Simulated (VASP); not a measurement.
Runs of VASP 6.6.1 on Cr. The structure is that of space group R-3m (No. 166), or close to it. The cells are those of the table. 

```tsv
cell	further INCAR settings	gap on the mesh (eV)	pressure (GPa)
a = 2.989 Å, angles 45.7°, 1 atom	ALGO = Fast; EDIFF = 1e-07; NBANDS = 12	none	0.4
a = 2.480 Å, angles 67.3°, 1 atom	ALGO = Fast; EDIFF = 1e-07; NBANDS = 12	none	(a)
a = 2.336 Å, angles 82.7°, 1 atom	ALGO = Fast; EDIFF = 1e-06; NBANDS = 12	none	-7.1
a = 3.577 Å, angles 33.6°, 1 atom	ALGO = Fast; EDIFF = 1e-06; NBANDS = 12	none	73.0
a = 2.386 Å, angles 75.3°, 1 atom	ALGO = Fast; EDIFF = 1e-07; NBANDS = 12	none	(b)
```

Alike in all rows: task single point; level PBEsol; potentials or basis VASP PAW PBE potentials, release 64 (Cr_pv); no spin polarisation; k mesh 24 × 24 × 24; cutoff (eV) 520; smearing gaussian 0.15 eV.

Question: Estimate the missing entries.

Answer: (a) -18.1; (b) -13.8.

Caveats: the PAW data sets were made with another functional, which shifts forces and pressure a little; the run has no spin polarisation, though such a crystal can be magnetic.

A gap of «none» marks levels without a gap at the run's occupations.
